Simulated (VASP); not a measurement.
# Ga (Cmce) in VASP: single point with PBEsol

Aim: the single point of Ga with PBEsol.

Program: VASP 6.6.1. These are calculated values, not measurements. Logs are shortened: lines on timing, memory, paths and dates and some standing lists are left out, and cuts for length are marked.

**1. The cell of the first run**

It takes space group Cmce (No. 64, orthorhombic). The conventional cell has a = 4.511 Å, b = 7.645 Å, c = 4.652 Å, α = 90.00°, β = 90.00°, γ = 90.00°. Within 3.2 Å of Ga (site symmetry m) lie 7 Ga at 2.44 to 2.80 Å.

**2. Single point, PBEsol (zz strain of +3 %)**

The input, INCAR:

```
SYSTEM = Ga
PREC     = Accurate       ! precision mode
ENCUT    = 520            ! plane-wave cutoff, eV
EDIFF    = 1E-7           ! SCF threshold, eV
ISMEAR   = -1             ! smearing method
SIGMA    = 0.05           ! smearing width, eV
LREAL    = .False.        ! projectors in reciprocal space
LASPH    = .True.         ! aspherical terms in the spheres
NELM     = 100            ! most SCF steps
ALGO     = Normal         ! electronic algorithm
ISIF     = 2              ! what is computed and relaxed
LWAVE    = .False.        ! write WAVECAR
LCHARG   = .True.         ! write CHGCAR
GGA      = PS             ! functional
LELF     = .True.         ! ELF
LVHAR    = .True.       
NBANDS   = 34             ! bands
```

The input, KPOINTS:

```
regular mesh
0
Gamma
  9 9 8
  0 0 0
```

The input, POSCAR:

```
Ga
1.0
    2.2553500000     -3.8224000000      0.0000000000
    2.2553500000      3.8224000000      0.0000000000
    0.0000000000      0.0000000000      4.6522010000
Ga
4
Direct
    0.1525000000      0.8475000000      0.0785000000
    0.6525000000      0.3475000000      0.4215000000
    0.8475000000      0.1525000000      0.9215000000
    0.3475000000      0.6525000000      0.5785000000
```

Potentials or basis: VASP PAW PBE potentials, release 64 (Ga_d).

Run with:

```sh
> cat potpaw_PBE.64/Ga_d/POTCAR > POTCAR
> mpirun -np 1 vasp_std > vasp.out
```

OUTCAR:

```text
SYSTEM = Ga
   PREC = Accurate
   ENCUT = 520
   EDIFF = 1E-7
   ISMEAR = -1
   LREAL = .False.
   LASPH = .True.
   NELM = 100
   ISIF = 2
   GGA = PS

 ion  position               nearest neighbor table
   1  0.153  0.847  0.078-   3 2.44   2 2.76   2 2.76   4 2.76   4 2.76   3 2.80   3 2.80
   2  0.653  0.347  0.422-   4 2.44   1 2.76   1 2.76   3 2.76   3 2.76   4 2.80   4 2.80
   3  0.847  0.153  0.922-   1 2.44   4 2.76   4 2.76   2 2.76   2 2.76   1 2.80   1 2.80
   4  0.347  0.653  0.578-   2 2.44   3 2.76   3 2.76   1 2.76   1 2.76   2 2.80   2 2.80

  LATTYP: Found a base centered orthorhombic cell.
 ALAT       =     4.5107000000
 B/A-ratio  =     1.6948145521
 C/A-ratio  =     1.0313700756

  Lattice vectors:

 A1 = (   2.2553500000,  -3.8224000000,   0.0000000000)
 A2 = (   2.2553500000,   3.8224000000,   0.0000000000)
 A3 = (   0.0000000000,   0.0000000000,   4.6522010000)

Analysis of symmetry for initial positions (statically):
=====================================================================
 Subroutine PRICEL returns:
 Original cell was already a primitive cell.

 Routine SETGRP: Setting up the symmetry group for a
 base centered orthorhombic supercell.

 Subroutine GETGRP returns: Found  8 space group operations
 (whereof  4 operations were pure point group operations)
 out of a pool of  8 trial point group operations.

The static configuration has the point symmetry C_2h.
 The point group associated with its full space group is D_2h.

Analysis of symmetry for dynamics (positions and initial velocities):
=====================================================================
 Subroutine PRICEL returns:
 Original cell was already a primitive cell.

 Routine SETGRP: Setting up the symmetry group for a
 base centered orthorhombic supercell.

 Subroutine GETGRP returns: Found  8 space group operations
 (whereof  4 operations were pure point group operations)
 out of a pool of  8 trial point group operations.

The dynamic configuration has the point symmetry C_2h.
 The point group associated with its full space group is D_2h.

 Subroutine INISYM returns: Found  8 space group operations
 (whereof  4 operations are pure point group operations),
 and found     1 'primitive' translations

----------------------------------------------------------------------------------------

                                     Primitive cell

  volume of cell :      80.2119

  direct lattice vectors                    reciprocal lattice vectors
     2.255350000 -3.822400000  0.000000000     0.221695081 -0.130807869  0.000000000
[... 91 lines left out ...]
   LREAL  =      F    real-space projection
   EDIFFG = 0.1E-05   stopping-criterion for IOM
   NSW    =      0    number of steps for IOM
   IBRION =     -1    ionic relax: 0-MD 1-quasi-New 2-CG
   NFREE  =      0    steps in history (QN), initial steepest desc. (CG)
   ISIF   =      2    stress and relaxation
   ISYM   =      2    0-nonsym 1-usesym 2-fastsym
   POTIM  = 0.5000    time-step for ionic-motion
   TEBEG  =    0.0;   TEEND  =   0.0 temperature during run
   PSTRESS=    0.0 pullay stress
   NELECT =      52.0000    total number of electrons
   NUPDOWN=      -1.0000    fix difference up-down
   EMIN   =  10.00;   EMAX   =-10.00  energy-range for DOS
   EFERMI =   0.00;   METHOD = LEGACY
   ISMEAR =    -1;   SIGMA  =   0.05  broadening in eV -4-tet -1-fermi 0-gaus
   EFERMI_NEDOS =   21; number of points for ismear=-14 and -15
   IALGO  =     38    algorithm
   IMIX   =      4    mixing-type and parameters
     AMIX     =   0.40;   BMIX     =  1.00
     AMIX_MAG =   1.60;   BMIX_MAG =  1.00
  volume/ion in A,a.u.               =      20.05       135.32
  Fermi-wavevector in a.u.,A,eV,Ry     =   1.416869  2.677495 27.313946  2.007518
  Thomas-Fermi vector in A             =   2.538159
   LORBIT       =      0    0 simple, 1 ext, 2 COOP (PROOUT), +10 PAW based schemes
   GGA     = PS    functional components
   LHFCALC =     F    Hartree Fock is set to
   AEXX    =    0.0000 exact exchange contribution
   IVDW    =     0    specifies the selected vdW correction
   LEPSILON=     F    determine dielectric tensor
   LRPA    =     F    only Hartree local field effects (RPA)
 non-spin polarized calculation
  energy-cutoff  :      520.00
  volume of cell :       80.21
 maximum number of plane-waves:      2182
 NGX is ok and might be reduce to    36
   NGX = 17   NGY = 17   NGZ = 17

 number of electron      52.0000024 magnetization

 Free energy of the ion-electron system (eV)
  ---------------------------------------------------
  ext. energy  EPLUGINS =         0.00000000
  ---------------------------------------------------
  free energy    TOTEN  =       -13.32691067 eV

  energy without entropy =      -13.31860608  energy(sigma->0) =      -13.32275837

 E-fermi :   4.7068     XC(G=0): -10.6915

 val. band max:        4.6992499947   @ k =   0.1111   0.0000   0.1250
 cond. band min:       4.7168193953   @ k =   0.4444   0.4444   0.1250
 fundamental gap:      0.0175694006
 Fermi energy:         4.7068100572

 k-point     1 :       0.0000    0.0000    0.0000
  band No.  band energies     occupation
      1     -10.3839      2.00000
      2     -10.3806      2.00000
      3     -10.3802      2.00000
      4     -10.3675      2.00000
      5     -10.3123      2.00000
      6     -10.2725      2.00000
[... 877 lines left out ...]
     33      11.5489      0.00000
     34      12.6003      0.00000

 [... further k-points ...]

------------------------ aborting loop because EDIFF is reached ----------------------------------------

  FORCE on cell =-STRESS in cart. coord.  units (eV):
  Direction    XX          YY          ZZ          XY          YZ          ZX
  --------------------------------------------------------------------------------------
  -------------------------------------------------------------------------------------
  Total       -1.7304266      0.0206109     -2.0605032      0.0000000      0.0000000      0.0000000
  in kB      -34.5640977      0.4116894    -41.1571537      0.0000000      0.0000000      0.0000000
  external PRESSURE =     -25.1031874 kB  Pullay stress =       0.0000000 kB

 VOLUME and BASIS-vectors are now :
 -----------------------------------------------------------------------------
  energy-cutoff  :      520.00
  volume of cell :       80.21
      direct lattice vectors                 reciprocal lattice vectors
     2.255350000 -3.822400000  0.000000000     0.221695081 -0.130807869  0.000000000
     2.255350000  3.822400000  0.000000000     0.221695081  0.130807869  0.000000000
     0.000000000  0.000000000  4.652201000     0.000000000  0.000000000  0.214952019

 POSITION                                       TOTAL-FORCE (eV/Angst)
 -----------------------------------------------------------------------------------
      2.25535      2.65657      0.36520         0.000000     -0.487631      0.130773
      2.25535     -1.16583      1.96090         0.000000     -0.487631     -0.130773
      2.25535     -2.65657      4.28700         0.000000      0.487631     -0.130773
      2.25535      1.16583      2.69130         0.000000      0.487631      0.130773
 -----------------------------------------------------------------------------------
    total drift:                                0.000000      0.000000     -0.000000

  FREE ENERGIE OF THE ION-ELECTRON SYSTEM (eV)
  ---------------------------------------------------
  free  energy   TOTEN  =       -13.3269106665 eV

  energy  without entropy=      -13.3186060791  energy(sigma->0) =      -13.32275837
```

OSZICAR:

```text
N       E                     dE             d eps       ncg     rms          rms(c)
DAV:   1     0.355874346262E+03    0.35587E+03   -0.25413E+04  8706   0.286E+03
DAV:   2     0.307550306146E+02   -0.32512E+03   -0.31727E+03  8764   0.533E+02
DAV:   3    -0.121123074684E+02   -0.42867E+02   -0.42361E+02  9672   0.151E+02
DAV:   4    -0.134871578419E+02   -0.13749E+01   -0.13677E+01  9996   0.300E+01
DAV:   5    -0.135151423729E+02   -0.27985E-01   -0.27976E-01 10602   0.447E+00    0.265E+00
DAV:   6    -0.133623846548E+02    0.15276E+00   -0.31227E-01 10860   0.752E+00    0.138E+00
DAV:   7    -0.133297774905E+02    0.32607E-01   -0.77084E-02 12178   0.285E+00    0.345E-01
DAV:   8    -0.133268436484E+02    0.29338E-02   -0.16996E-02  9114   0.139E+00    0.495E-02
DAV:   9    -0.133269168465E+02   -0.73198E-04   -0.11980E-03  9786   0.373E-01    0.272E-02
DAV:  10    -0.133269083938E+02    0.84527E-05   -0.24893E-04  9718   0.178E-01    0.697E-03
DAV:  11    -0.133269121577E+02   -0.37639E-05   -0.38453E-05  9840   0.683E-02    0.579E-03
DAV:  12    -0.133269107191E+02    0.14387E-05   -0.17461E-05 10668   0.514E-02    0.117E-03
DAV:  13    -0.133269107181E+02    0.96406E-09   -0.17494E-06 10644   0.117E-02    0.499E-04
DAV:  14    -0.133269106665E+02    0.51623E-07   -0.11237E-07  5810   0.243E-03
   1 F= -.13326911E+02 E0= -.13322758E+02  d E =-.830459E-02
```

stdout:

```text
POSCAR found type information on POSCAR Ga
 POSCAR found :  1 types and       4 ions
 scaLAPACK will be used
 -----------------------------------------------------------------------------
|                                                                             |
|                                                                             |
|     You enforced a specific xc type in the INCAR file but a different       |
|     I HOPE YOU KNOW WHAT YOU ARE DOING!                                     |
|                                                                             |
 -----------------------------------------------------------------------------

 LDA part: xc-table for (Slater+PW92), standard interpolation
 POSCAR, INCAR and KPOINTS ok, starting setup
 FFT: planning ... GRIDC
 FFT: planning ... GRID_SOFT
 FFT: planning ... GRID
 WAVECAR not read
 entering main loop
```

Wall time 5.6 min (1 thread of Oxide Virtual Turin-like, shared host); peak memory 0.34 GiB.

Results:

```yaml
Free_energy: -13.3269 eV
Pressure: -2.5 GPa
Largest_force: 0.505 eV/Å
Band_gap_on_the_k_mesh: zero (bands 26 and 27 overlap by 1.21 eV)
```

Forces in eV/Å, atoms in the order of the input:
```
Ga   0.000 -0.488  0.131
Ga   0.000 -0.488 -0.131
Ga   0.000  0.488 -0.131
Ga   0.000  0.488  0.131
```

Levels at points of the mesh, in eV from the Fermi level:
| k point | band 23 | band 24 | band 25 | band 26 | band 27 | band 28 | band 29 | band 30 |
| --- | --- | --- | --- | --- | --- | --- | --- | --- |
| (0.00, 0.00, 0.00) | -3.83 | -1.50 | -1.40 | -0.74 | 0.94 | 1.05 | 1.06 | 4.93 |
| (0.00, 0.00, 0.50) | -0.17 | -0.17 | 0.06 | 0.06 | 0.19 | 0.19 | 2.13 | 2.13 |

Caveat: the cell differs from its parent crystal (zz strain of +3 %); the PAW data sets were made with another functional, which shifts forces and pressure a little.
